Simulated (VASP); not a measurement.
Here is a VASP 6.6.1 calculation.

The input INCAR:

```
PREC = Accurate ; ENCUT = 520
EDIFF = 1E-6 ; ISMEAR = 0
SIGMA = 0.15 ; LREAL = F
LASPH = T ; NELM = 60
ALGO = Normal ; ISIF = 2
LWAVE = F ; LCHARG = T
GGA = PS ; LELF = T
LVHAR = T ; NBANDS = 22
```

Contents of KPOINTS:

```
Automatic mesh
0
Gamma
  10 10 10
```

Contents of POSCAR:

```
InSb3
1.0
    4.7701269694      0.0000000000      0.0000000000
    0.0000000000      4.7701269694      0.0000000000
    0.0000000000      0.0000000000      4.7701269694
In Sb
1 3
Direct
    0.0000000000      0.0000000000      0.0000000000
    0.5000000000      0.0000000000      0.5000000000
    0.0000000000      0.5000000000      0.5000000000
    0.5000000000      0.5000000000      0.0000000000
```

Potentials or basis: VASP PAW PBE potentials, release 64 (In_d, Sb).

The run is started by

```sh
$ cat potpaw_PBE.64/In_d/POTCAR potpaw_PBE.64/Sb/POTCAR > POTCAR
$ mpirun -np 1 vasp_std > vasp.out
```

Estimate the pressure.

-1.5 GPa.

Predict the band gap on the k mesh.

zero (bands 14 and 15 overlap by 4.72 eV).

Caveat: the PAW data sets were made with another functional, which shifts forces and pressure a little; spin-orbit coupling is left out, which moves the levels of the heavy elements.
